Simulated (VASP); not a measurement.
Y: single point with PBEsol

Y:

```
Y
1.0
     0.00000    2.69957    2.10567
     2.69957    0.00000    2.10567
     2.69957    2.69957    0.00000
Y
1
Direct
  0.00000 0.00000 0.00000
```

This cell differs from its parent crystal: ratio of the length along z to the lengths across it x 0.78, volume and fractional coordinates fixed.

```json
{
 "Program": "VASP 6.6.1",
 "Task": "single point",
 "Functional": "PBEsol",
 "Potentials or basis": "VASP PAW PBE potentials, release 64 (Y_sv)",
 "Cutoff": "520 eV",
 "k mesh": "18 × 18 × 18",
 "Occupations": "gaussian, width 0.15 eV",
 "Spin": "no spin polarisation",
 "Dipole correction": "no",
 "Further INCAR settings": "ALGO = Fast; EDIFF = 1e-07; NBANDS = 12"
}
```

- Pressure: 0.4 GPa

Stress tensor (GPa, compression positive):
```
-0.75  0.00  0.00
 0.00 -0.75  0.00
 0.00  0.00  2.76
```

Levels at points of the mesh, in eV from the Fermi level:
```csv
k point,band 2,band 3,band 4,band 5,band 6,band 7,band 8,band 9
"(0.00, 0.00, 0.00)",-22.21,-22.21,-22.21,-4.91,1.55,1.55,2.34,3.25
"(0.50, 0.00, 0.00)",-22.91,-22.41,-22.21,-2.11,0.47,0.87,3.16,4.64
"(0.50, 0.50, 0.00)",-22.77,-22.64,-22.64,-1.72,-1.47,4.75,5.58,5.82
"(0.50, 0.00, 0.50)",-22.89,-22.46,-22.26,-2.05,-0.38,1.33,4.51,4.87
```

Run time: 4.2 min on 1 thread of Intel(R) Xeon(R) Platinum 8259CL CPU @ 2.50GHz (Skylake/Cascade Lake), with other jobs on the host, peak memory 0.33 GiB.

Caveat: the PAW data sets were made with another functional, which shifts forces and pressure a little.
